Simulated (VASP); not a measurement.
A run of VASP 6.6.1:

The input INCAR:

```
PREC = Accurate ; ENCUT = 600
EDIFF = 1E-6 ; ISMEAR = 0
SIGMA = 0.1 ; LREAL = False
LASPH = True ; NELM = 60
ALGO = Fast ; ISIF = 3
LWAVE = False ; LCHARG = False
GGA = PE ; IBRION = 2
NSW = 90 ; EDIFFG = -0.04
```

File KPOINTS:

```
regular mesh
0
Gamma
  6 4 2
```

File POSCAR:

```
MgGa3As3
1.0
    3.5017106700      0.0000000000      0.0000000000
    0.0000000000      3.9526212700      0.0000000000
    0.0000000000      0.0000000000      9.1325903200
Mg Ga As
1 3 3
Direct
    0.5000000000      0.0000000000      0.0000000000
    0.5000000000      0.5000000000      0.1780484600
    0.5000000000      0.5000000000      0.8219515400
    0.0000000000      0.0000000000      0.5000000000
    0.5000000000      0.0000000000      0.3219515400
    0.0000000000      0.5000000000      0.0000000000
    0.5000000000      0.0000000000      0.6780484600
```

Potentials or basis: VASP PAW PBE potentials, release 64 (Mg, Ga_d, As).

Command:

```bash
$ cat potpaw_PBE.64/Mg/POTCAR potpaw_PBE.64/Ga_d/POTCAR potpaw_PBE.64/As/POTCAR > POTCAR
$ mpirun -np 1 vasp_std > vasp.out
```

Hardware: 1 thread of Intel(R) Xeon(R) 6975P-C (Granite Rapids), with other jobs on the host.

Q: Estimate the wall time of this run.

A: Run time: 11 min on 1 thread of Intel(R) Xeon(R) 6975P-C (Granite Rapids), on a shared host, peak memory 0.35 GiB. Counts: scf iterations 120, k points 24, ion steps 11.
